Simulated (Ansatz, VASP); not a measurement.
## Two plane-wave programs on Si15Ni

```
Ni Si
1.0
     0.00000    5.43700    5.43700
     5.43700    0.00000    5.43700
     5.43700    5.43700    0.00000
Ni Si
1 15
Direct
  0.00000 0.00000 0.00000
  0.00085 0.00085 0.49915
  0.00085 0.49915 0.00085
  0.00085 0.49915 0.49915
  0.49915 0.00085 0.00085
  0.49915 0.00085 0.49915
  0.49915 0.49915 0.00085
  0.50000 0.50000 0.50000
  0.12022 0.12022 0.12022
  0.12022 0.12022 0.63934
  0.12022 0.63934 0.12022
  0.12355 0.62548 0.62548
  0.63934 0.12022 0.12022
  0.62548 0.12355 0.62548
  0.62548 0.62548 0.12355
  0.62548 0.62548 0.62548
```

Alike in both runs: functional PBEsol; k mesh 3 × 3 × 3; occupations gaussian, width 0.05 eV; collinear spin; Hubbard terms Ni d U = 5.0 eV.

Ansatz relaxed the structure, and its values are those at the end. VASP's run is a single point on that final structure, the one shown.

```csv
,VASP,Ansatz
version,VASP 6.6.1,Ansatz 0.2.0
potentials or method,"VASP PAW PBE potentials, release 64 (Ni, Si), cutoff 520 eV","scalar-relativistic, plane waves, PAW"
valence electrons in the cell,70,78
```

|  | VASP | Ansatz | Ansatz less VASP |
| --- | --- | --- | --- |
| gap on the k mesh at the Fermi level (eV) | none | none | - |
| pressure (GPa) | -2.5 | -2.3 | +0.19 |
| rms of the force components (eV/Å) | 0.047 | 0.003 | -0.0439 |
| net moment per atom (μB) | 0.04 | 0.04 | -0.002 |
| size of the moment on the site where the two differ most (μB) | 0.18 | 0.12 | -0.064 |

VASP's potentials were made for PBE, not for PBEsol. Site moments also hang on the region over which each program counts them. The programs project onto different local orbitals, so the same U acts differently, and such runs can settle in different states. A gap of «none» marks a metal or a gap that the smearing closes. VASP's potentials hold 70 valence electrons a cell and Ansatz's 78, so a difference there can come from the potentials and not from the codes. Ansatz's warnings: filled band counts differ across k points, stress scf threshold loose.
